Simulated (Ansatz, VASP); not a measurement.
# One calculation of HgTe, two programs

The input INCAR:

```
PREC     = Accurate       # precision mode
ENCUT    = 520            # plane-wave cutoff, eV
EDIFF    = 1E-7           # SCF threshold, eV
ISMEAR   = -1             # smearing method
SIGMA    = 0.05           # smearing width, eV
LREAL    = False          # projectors in reciprocal space
LASPH    = True           # aspherical terms in the spheres
NELM     = 80             # most SCF steps
ALGO     = Normal         # electronic algorithm
ISIF     = 2              # what is computed and relaxed
LWAVE    = False          # write WAVECAR
LCHARG   = False          # write CHGCAR
NBANDS   = 16             # bands
```

The input KPOINTS:

```
Automatic mesh
0
Gamma
  7 7 7
```

File POSCAR:

```
HgTe
1.0
    0.0000000000      3.2145000000      3.2145000000
    3.2145000000      0.0000000000      3.2145000000
    3.2145000000      3.2145000000      0.0000000000
Hg Te
1 1
Direct
    0.0000000000      0.0000000000      0.0000000000
    0.7500000000      0.7500000000      0.7500000000
```

input.yaml

```yaml
crystal:
  lattice:
    - [0.0, 3.2145, 3.2145]
    - [3.2145, 0.0, 3.2145]
    - [3.2145, 3.2145, 0.0]
  atoms:
    - { symbol: Hg, position: [0.0, 0.0, 0.0] }
    - { symbol: Te, position: [0.75, 0.75, 0.75] }
kpoints:
  mp_grid: { grid: [7, 7, 7] }
  band_path:
    path:
      - [0.0, 0.0, 0.0]
      - [0.5, 0.0, 0.5]
      - [0.5, 0.25, 0.75]
      - [0.375, 0.375, 0.75]
      - [0.0, 0.0, 0.0]
      - [0.5, 0.5, 0.5]
      - [0.625, 0.25, 0.625]
      - [0.5, 0.25, 0.75]
    npoints: 6
scf:
  occupations: { method: fermi_dirac, width: 0.05 }
hamiltonian:
  xc: lda
  pseudopotentials: { kind: all_electron, lapw: { basis_error: 0.001 } }
output:
  forces: true
  stress: true
  eigenvalues: true
```

Alike in both runs: functional LDA; k mesh 7 × 7 × 7; occupations fermi-dirac, width 0.05 eV; no spin polarisation.

|  | VASP | Ansatz |
| --- | --- | --- |
| version | VASP 6.6.1 | Ansatz 0.2.0 |
| potentials or method | VASP PAW LDA potentials, release 64 (Hg, Te), cutoff 520 eV | all-electron LAPW, scalar-relativistic |
| task | single point | band structure |

```tsv
	VASP	Ansatz	Ansatz less VASP
gap on the k mesh at the Fermi level (eV)	none	none	-
pressure (GPa)	0.4	0.2	-0.25
```

LDA's correlation is that of Perdew and Zunger in VASP and of Perdew and Wang (1992) in Ansatz. A gap of «none» marks a metal or a gap that the smearing closes. Ansatz ran all-electron here, and VASP with PAW potentials.

Neither program's run includes spin-orbit coupling.
